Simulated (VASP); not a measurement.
# Zr (Im-3m) in VASP: further runs, part 2 of 2

VASP 6.6.1. The steps go on from the part before.

### 3 Single point, PBEsol (volume scaled by 0.95)

The input, INCAR:

```
SYSTEM = Zr
PREC     = Accurate       ! precision mode
ENCUT    = 500            ! plane-wave cutoff, eV
EDIFF    = 1E-6           ! SCF threshold, eV
ISMEAR   = -1             ! smearing method
SIGMA    = 0.08           ! smearing width, eV
LREAL    = .FALSE.        ! projectors in reciprocal space
LASPH    = .TRUE.         ! aspherical terms in the spheres
NELM     = 120            ! most SCF steps
ALGO     = Normal         ! electronic algorithm
ISIF     = 2              ! what is computed and relaxed
LWAVE    = .FALSE.        ! write WAVECAR
LCHARG   = .TRUE.         ! write CHGCAR
GGA      = PS             ! functional
LELF     = .TRUE.         ! ELF
LVHAR    = .TRUE.       
NBANDS   = 12             ! bands
GGA_COMPAT= .FALSE.
```

The input, KPOINTS:

```
Automatic mesh
0
G
  15 15 15
  0 0 0
```

The input, POSCAR:

```
Zr
1.0
   -1.7314586108      1.7314586108      1.7314586108
    1.7314586108     -1.7314586108      1.7314586108
    1.7314586108      1.7314586108     -1.7314586108
Zr
1
Direct
    0.0000000000      0.0000000000      0.0000000000
```

Potentials or basis: VASP PAW PBE potentials, release 64 (Zr_sv).

Command:

```sh
> cat potpaw_PBE.64/Zr_sv/POTCAR > POTCAR
> mpirun -np 1 vasp_std > vasp.out
```

OUTCAR:

```text
SYSTEM = Zr
   PREC = Accurate
   ENCUT = 500
   EDIFF = 1E-6
   ISMEAR = -1
   LREAL = .FALSE.
   LASPH = .TRUE.
   NELM = 120
   ISIF = 2
   GGA = PS

 ion  position               nearest neighbor table
   1  0.000  0.000  0.000-

  LATTYP: Found a body centered cubic cell.
 ALAT       =     3.4629172216

  Lattice vectors:

 A1 = (  -1.7314586108,   1.7314586108,   1.7314586108)
 A2 = (   1.7314586108,  -1.7314586108,   1.7314586108)
 A3 = (   1.7314586108,   1.7314586108,  -1.7314586108)

Analysis of symmetry for initial positions (statically):
=====================================================================
 Subroutine PRICEL returns:
 Original cell was already a primitive cell.

 Routine SETGRP: Setting up the symmetry group for a
 body centered cubic supercell.

 Subroutine GETGRP returns: Found 48 space group operations
 (whereof 48 operations were pure point group operations)
 out of a pool of 48 trial point group operations.

The static configuration has the point symmetry O_h .

Analysis of symmetry for dynamics (positions and initial velocities):
=====================================================================
 Subroutine PRICEL returns:
 Original cell was already a primitive cell.

 Routine SETGRP: Setting up the symmetry group for a
 body centered cubic supercell.

 Subroutine GETGRP returns: Found 48 space group operations
 (whereof 48 operations were pure point group operations)
 out of a pool of 48 trial point group operations.

The dynamic configuration has the point symmetry O_h .

 Subroutine INISYM returns: Found 48 space group operations
 (whereof 48 operations are pure point group operations),
 and found     1 'primitive' translations

----------------------------------------------------------------------------------------

                                     Primitive cell

  volume of cell :      20.7633

  direct lattice vectors                    reciprocal lattice vectors
    -1.731458611  1.731458611  1.731458611     0.000000000  0.288773868  0.288773868
     1.731458611 -1.731458611  1.731458611     0.288773868  0.000000000  0.288773868
     1.731458611  1.731458611 -1.731458611     0.288773868  0.288773868  0.000000000

  length of vectors
     2.998974285  2.998974285  2.998974285     0.408387920  0.408387920  0.408387920

  position of ions in fractional coordinates (direct lattice)
     0.000000000  0.000000000  0.000000000

  ion indices of the primitive-cell ions
   primitive index   ion index
                 1           1

----------------------------------------------------------------------------------------

 KPOINTS: Automatic mesh

Automatic generation of k-mesh.
 Grid dimensions read from file:
 generate k-points for:   15   15   15

 Generating k-lattice:

  Cartesian coordinates                     Fractional coordinates (reciprocal lattice)
     0.000000000  0.019251591  0.019251591     0.066666667  0.000000000  0.000000000
     0.019251591  0.000000000  0.019251591     0.000000000  0.066666667  0.000000000
     0.019251591  0.019251591  0.000000000     0.000000000  0.000000000  0.066666667

  Length of vectors
     0.027225861  0.027225861  0.027225861

  Shift w.r.t. Gamma in fractional coordinates (k-lattice)
     0.000000000  0.000000000  0.000000000

 Subroutine IBZKPT returns following result:
 ===========================================

 Found    120 irreducible k-points:

 Following reciprocal coordinates:
            Coordinates               Weight
  0.000000  0.000000  0.000000      1.000000
  0.066667  0.000000  0.000000     12.000000
  0.133333  0.000000  0.000000     12.000000
  0.200000  0.000000  0.000000     12.000000
  0.266667  0.000000  0.000000     12.000000
  0.333333  0.000000  0.000000     12.000000
[... 16 lines left out ...]
  0.333333  0.200000  0.000000     48.000000
  0.400000  0.200000  0.000000     24.000000
 [... further k-points ...]
   k-points           NKPTS =    120   k-points in BZ     NKDIM =    120   number of bands    NBANDS=     12
   number of dos      NEDOS =    301   number of ions     NIONS =      1
   total plane-waves  NPLWV =  13824
   dimension x,y,z NGX =    24 NGY =   24 NGZ =   24
   dimension x,y,z NGXF=    48 NGYF=   48 NGZF=   48
   ions per type =               1
   NGX,Y,Z   is equivalent  to a cutoff of  13.30, 13.30, 13.30 a.u.
   NGXF,Y,Z  is equivalent  to a cutoff of  26.61, 26.61, 26.61 a.u.
 SYSTEM =  Zr
   PREC   = accura    normal or accurate (medium, high low for compatibility)
   ISTART =      0    job   : 0-new  1-cont  2-samecut
   ICHARG =      2    charge: 1-file 2-atom 10-const
   ISPIN  =      1    spin polarized calculation?
   LNONCOLLINEAR =      F non collinear calculations
   LSORBIT =      F    spin-orbit coupling
   LASPH  =      T    aspherical Exc in radial PAW
   ENCUT  =  500.0 eV  36.75 Ry    6.06 a.u.   5.47  5.47  5.47*2*pi/ulx,y,z
   NELM   =    120;   NELMIN=  2; NELMDL= -5     # of ELM steps
   EDIFF  = 0.1E-05   stopping-criterion for ELM
   LREAL  =      F    real-space projection
   EDIFFG = 0.1E-04   stopping-criterion for IOM
   NSW    =      0    number of steps for IOM
   IBRION =     -1    ionic relax: 0-MD 1-quasi-New 2-CG
   NFREE  =      0    steps in history (QN), initial steepest desc. (CG)
   ISIF   =      2    stress and relaxation
   ISYM   =      2    0-nonsym 1-usesym 2-fastsym
   POTIM  = 0.5000    time-step for ionic-motion
   TEBEG  =    0.0;   TEEND  =   0.0 temperature during run
   PSTRESS=    0.0 pullay stress
   NELECT =      12.0000    total number of electrons
   NUPDOWN=      -1.0000    fix difference up-down
   EMIN   =  10.00;   EMAX   =-10.00  energy-range for DOS
   EFERMI =   0.00;   METHOD = LEGACY
   ISMEAR =    -1;   SIGMA  =   0.08  broadening in eV -4-tet -1-fermi 0-gaus
   EFERMI_NEDOS =   21; number of points for ismear=-14 and -15
   IALGO  =     38    algorithm
   IMIX   =      4    mixing-type and parameters
     AMIX     =   0.40;   BMIX     =  1.00
     AMIX_MAG =   1.60;   BMIX_MAG =  1.00
  volume/ion in A,a.u.               =      20.76       140.12
  Fermi-wavevector in a.u.,A,eV,Ry     =   1.363651  2.576926 25.300621  1.859543
  Thomas-Fermi vector in A             =   2.490035
   LORBIT       =      0    0 simple, 1 ext, 2 COOP (PROOUT), +10 PAW based schemes
   GGA     = PS    functional components
   LHFCALC =     F    Hartree Fock is set to
   AEXX    =    0.0000 exact exchange contribution
   IVDW    =     0    specifies the selected vdW correction
   LEPSILON=     F    determine dielectric tensor
   LRPA    =     F    only Hartree local field effects (RPA)
 non-spin polarized calculation
  energy-cutoff  :      500.00
  volume of cell :       20.76
 maximum number of plane-waves:       543
 NGX is ok and might be reduce to    24
   NGX = 11   NGY = 11   NGZ = 11

 number of electron      12.0000000 magnetization

 Free energy of the ion-electron system (eV)
  ---------------------------------------------------
  ext. energy  EPLUGINS =         0.00000000
  ---------------------------------------------------
  free energy    TOTEN  =        -9.01419608 eV

  energy without entropy =       -8.98046213  energy(sigma->0) =       -8.99732910

 E-fermi :   9.8911     XC(G=0): -11.7310

 val. band max:        9.8899454076   @ k =  -0.4667  -0.4667   0.1333
 cond. band min:       9.9049307896   @ k =   0.2000   0.0667   0.0667
 fundamental gap:      0.0149853819
 Fermi energy:         9.8911314066

 k-point     1 :       0.0000    0.0000    0.0000
  band No.  band energies     occupation
      1     -38.2900      2.00000
      2     -15.6234      2.00000
      3     -15.6234      2.00000
      4     -15.6234      2.00000
      5       4.3553      2.00000
      6      11.0608      0.00000
      7      11.0608      0.00000
      8      11.0608      0.00000
      9      13.8701      0.00000
     10      13.8701      0.00000
     11      22.6571      0.00000
     12      22.6571      0.00000

 k-point     2 :       0.0667    0.0000    0.0000
  band No.  band energies     occupation
      1     -38.2798      2.00000
      2     -15.6893      2.00000
      3     -15.6429      2.00000
      4     -15.6241      2.00000
      5       4.5292      2.00000
      6      10.9408      0.00000
      7      11.0216      0.00000
      8      11.2307      0.00000
      9      13.6753      0.00000
     10      13.8658      0.00000
     11      22.8193      0.00000
     12      22.9688      0.00000
[... 316 lines left out ...]
 k-point    24 :       0.4000    0.2000    0.0000
  band No.  band energies     occupation
      1     -38.0274      2.00000
      2     -16.8489      2.00000
      3     -16.2666      2.00000
      4     -15.7679      2.00000
      5       7.7391      2.00000
      6       9.1537      1.99980
      7      10.5518      0.00052
      8      13.7351      0.00000
      9      14.9179      0.00000
     10      18.7045      0.00000
     11      20.2862      0.00000
     12      22.0725      0.00000

 [... further k-points ...]
[... 5 lines left out ...]
  --------------------------------------------------------------------------------------
  -------------------------------------------------------------------------------------
  Total        0.6677086      0.6677086      0.6677086      0.0000000     -0.0000000     -0.0000000
  in kB       51.5230116     51.5230116     51.5230116      0.0000000     -0.0000000     -0.0000000
  external PRESSURE =      51.5230116 kB  Pullay stress =       0.0000000 kB

 VOLUME and BASIS-vectors are now :
 -----------------------------------------------------------------------------
  energy-cutoff  :      500.00
  volume of cell :       20.76
      direct lattice vectors                 reciprocal lattice vectors
    -1.731458611  1.731458611  1.731458611     0.000000000  0.288773868  0.288773868
     1.731458611 -1.731458611  1.731458611     0.288773868  0.000000000  0.288773868
     1.731458611  1.731458611 -1.731458611     0.288773868  0.288773868  0.000000000

 POSITION                                       TOTAL-FORCE (eV/Angst)
 -----------------------------------------------------------------------------------
      0.00000      0.00000      0.00000        -0.000000      0.000000     -0.000000
 -----------------------------------------------------------------------------------
    total drift:                                0.000000      0.000000      0.000000

  FREE ENERGIE OF THE ION-ELECTRON SYSTEM (eV)
  ---------------------------------------------------
  free  energy   TOTEN  =        -9.0141960755 eV

  energy  without entropy=       -8.9804621253  energy(sigma->0) =       -8.99732910
```

Wall time 17 s (1 thread of Intel Xeon 6975P-C, shared host); peak memory 0.15 GiB.

Results:

- Free energy: -9.0142 eV
- Pressure: 5.2 GPa
- Band gap on the k mesh: zero (band 6 reaches 11.06 eV, above the bottom of band 7 at 9.35 eV)

Levels at points of the mesh, in eV from the Fermi level:
```
           k point  band 2  band 3  band 4  band 5  band 6  band 7  band 8  band 9  band 10  band 11
(0.00, 0.00, 0.00)  -25.51  -25.51  -25.51   -5.54    1.17    1.17    1.17    3.98     3.98    12.77
```

Caveat: the PAW data sets were made with another functional, which shifts forces and pressure a little.
